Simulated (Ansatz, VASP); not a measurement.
Two plane-wave programs on C

```
CELL_PARAMETERS angstrom
1.31961 -2.23580 0.00000
1.31961 2.23580 0.00000
0.00000 0.00000 8.70702
ATOMIC_POSITIONS crystal
C 0.08333 0.91667 0.75030
C 0.58333 0.41667 0.24970
C 0.91667 0.08333 0.24970
C 0.41667 0.58333 0.75030
```

Change from the starting cell: normal strain along x +0.0700, normal strain along y +0.0467.

Alike in both runs: task single point; functional PBE; k mesh 18 × 18 × 6; occupations gaussian, width 0.15 eV; no spin polarisation.

```csv
,VASP,Ansatz
version,VASP 6.6.1,Ansatz 0.2.0
potentials or method,"VASP PAW PBE potentials, release 64 (C), cutoff 520 eV","scalar-relativistic, plane waves, PAW"
valence electrons in the cell,16,16
```

```tsv
	VASP	Ansatz	Ansatz less VASP
gap on the k mesh at the Fermi level (eV)	0.08	0.08	0.000
least direct gap on the mesh (eV)	0.08	0.08	0.000
pressure (GPa)	-27.7	-27.9	-0.22
traceless stress, the component that is largest in VASP (GPa)	27.69	27.96	+0.265
rms of the force components (eV/Å)	0.023	0.027	+0.0036
```

Atom by atom the forces differ by 0.004 eV/Å (rms over components).
